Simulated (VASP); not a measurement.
Here is a VASP 6.6.1 calculation.

File INCAR:

```
PREC     = Accurate       # precision mode
ENCUT    = 600            # plane-wave cutoff, eV
EDIFF    = 1E-6           # SCF threshold, eV
ISMEAR   = 0              # smearing method
SIGMA    = 0.1            # smearing width, eV
LREAL    = False          # projectors in reciprocal space
LASPH    = True           # aspherical terms in the spheres
NELM     = 80             # most SCF steps
ALGO     = Normal         # electronic algorithm
ISIF     = 3              # what is computed and relaxed
LWAVE    = False          # write WAVECAR
LCHARG   = False          # write CHGCAR
GGA      = PE             # functional
IBRION   = 2              # ionic algorithm
NSW      = 90             # ionic steps
EDIFFG   = -0.04          # ionic threshold
```

KPOINTS

```
regular mesh
0
Gamma
  6 6 6
```

The input POSCAR:

```
BaBi2O3
1.0
    5.5590050300      0.0000000000      0.0000000000
   -2.7795025200      4.8142395800      0.0000000000
    0.0000000000      0.0000000000      2.9006987600
Ba Bi O
1 2 3
Direct
    0.0000000000      0.0000000000      0.5000000000
    0.3333333300      0.6666666700      0.5000000000
    0.6666666700      0.3333333300      0.5000000000
    0.5000000000      0.5000000000      0.0000000000
    0.0000000000      0.5000000000      0.0000000000
    0.5000000000      0.0000000000      0.0000000000
```

Potentials or basis: VASP PAW PBE potentials, release 64 (Ba_sv, Bi_d, O).

Command:

```sh
$ cat potpaw_PBE.64/Ba_sv/POTCAR potpaw_PBE.64/Bi_d/POTCAR potpaw_PBE.64/O/POTCAR > POTCAR
$ mpirun -np 1 vasp_std > vasp.out
```

Estimate the band gap on the k mesh.

zero (band 29 reaches 7.61 eV, above the bottom of band 30 at 5.30 eV).

Estimate the relaxed volume.

19.39 Å³/atom.

What does it give for the relaxed cell?

a = 6.170 Å, b = 6.170 Å, c = 3.529 Å, α = 90.00°, β = 90.00°, γ = 120.00°.

Final structure:
```
CELL_PARAMETERS angstrom
6.16957 0.00000 0.00000
-3.08478 5.34300 0.00000
0.00000 0.00000 3.52883
ATOMIC_POSITIONS crystal
Ba 0.00000 0.00000 0.50000
Bi 0.33333 0.66667 0.50000
Bi 0.66667 0.33333 0.50000
O 0.50000 0.50000 0.00000
O 0.00000 0.50000 0.00000
O 0.50000 0.00000 0.00000
```

Caveat: the k points lie up to 0.30 Å⁻¹ apart in the final cell; the volume moved by over 15 % at a fixed basis, so the end points are rough; spin-orbit coupling is left out, which moves the levels of the heavy elements.
